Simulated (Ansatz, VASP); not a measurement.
One calculation of Sn, two programs

```
Sn
1.0
     0.00000    3.27111    3.27111
     3.27111    0.00000    3.27111
     3.27111    3.27111    0.00000
Sn
2
Direct
  0.50000 0.50000 0.50000
  0.75000 0.75000 0.75000
```

Alike in both runs: functional PBEsol; k mesh 10 × 10 × 10; occupations fermi-dirac, width 0.1 eV; no spin polarisation.

Ansatz relaxed the structure, and its values are those at the end. VASP's run is a single point on that final structure, the one shown.

```csv
,VASP,Ansatz
version,VASP 6.6.1,Ansatz 0.2.0
potentials or method,"VASP PAW PBE potentials, release 64 (Sn_d)","PAW with Ansatz's default frozen-core files, scalar-relativistic"
plane-wave cutoff (eV),520,420
valence electrons in the cell,28,28
```

|  | VASP | Ansatz | Ansatz less VASP |
| --- | --- | --- | --- |
| pressure (GPa) | -0.1 | 0.0 | +0.06 |

VASP's potentials were made for PBE, not for PBEsol. The functional is the same, so the differences come from potentials, cutoffs and numerics.
